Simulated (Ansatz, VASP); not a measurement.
**ZnAu in VASP and in Ansatz**

```xyz
2
Lattice="3.1470 0.0000 0.0000 0.0000 3.1470 0.0000 0.0000 0.0000 3.1470" Properties=species:S:1:pos:R:3 pbc="T T T"
Zn    1.5735    1.5735    1.5735
Au    0.1856   -0.1856    0.0000
```

Change from the starting cell: all Au atoms moved +0.263 Å, as atom 2 along Cartesian [1 -1 0].

Alike in both runs: task single point; functional PBEsol; k mesh 16 × 16 × 16; occupations gaussian, width 0.15 eV; no spin polarisation.

```csv
,VASP,Ansatz
version,VASP 6.6.1,Ansatz 0.2.0
potentials or method,"VASP PAW PBE potentials, release 64 (Zn, Au), cutoff 520 eV","scalar-relativistic, plane waves, PAW"
valence electrons in the cell,23,31
```

|  | VASP | Ansatz | Ansatz less VASP |
| --- | --- | --- | --- |
| gap on the k mesh at the Fermi level (eV) | none | none | - |
| pressure (GPa) | 1.5 | 1.2 | -0.27 |
| traceless stress, the component that is largest in VASP (GPa) | -3.36 | -3.32 | +0.045 |
| rms of the force components (eV/Å) | 0.630 | 0.618 | -0.0117 |

VASP's potentials were made for PBE, not for PBEsol. Atom by atom the forces differ by 0.012 eV/Å (rms over components). A gap of «none» marks a metal or a gap that the smearing closes. VASP's potentials hold 23 valence electrons a cell and Ansatz's 31, so a difference there can come from the potentials and not from the codes.

Spin-orbit coupling is off throughout.
